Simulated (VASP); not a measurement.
A run of VASP 6.6.1:

Contents of INCAR:

```
PREC = Accurate
ENCUT = 520
EDIFF = 1E-6
ISMEAR = 0
SIGMA = 0.15
LREAL = False
LASPH = True
NELM = 100
ALGO = Fast
ISIF = 2
LWAVE = False
LCHARG = False
GGA = PE
NBANDS = 26
```

KPOINTS

```
Automatic mesh
0
Gamma
  10 10 10
```

File POSCAR:

```
Al2Cu
1.0
   -3.0867000000      3.0867000000      2.3680500000
    3.0867000000     -3.0867000000      2.3680500000
    3.0867000000      3.0867000000     -2.3680500000
Al Cu
4 2
Direct
    0.1587211657      0.6587211657      0.8174423314
    0.6587211657      0.8412788343      0.5000000000
    0.8412788343      0.3412788343      0.1825576686
    0.3412788343      0.1587211657      0.5000000000
    0.7500000000      0.7500000000      0.0000000000
    0.2500000000      0.2500000000      0.0000000000
```

Potentials or basis: VASP PAW PBE potentials, release 64 (Al, Cu).

Run with:

```sh
$ cat potpaw_PBE.64/Al/POTCAR potpaw_PBE.64/Cu/POTCAR > POTCAR
$ mpirun -np 1 vasp_std > vasp.out
```

Hardware: 1 thread of Intel(R) Xeon(R) 6975P-C (Granite Rapids) (shared host).

Q: Estimate the wall time of this run.

A: Wall time 3.2 min on 1 thread of Intel(R) Xeon(R) 6975P-C (Granite Rapids), on a shared host, peak memory 0.37 GiB. Counts: scf iterations 18, k points 102.
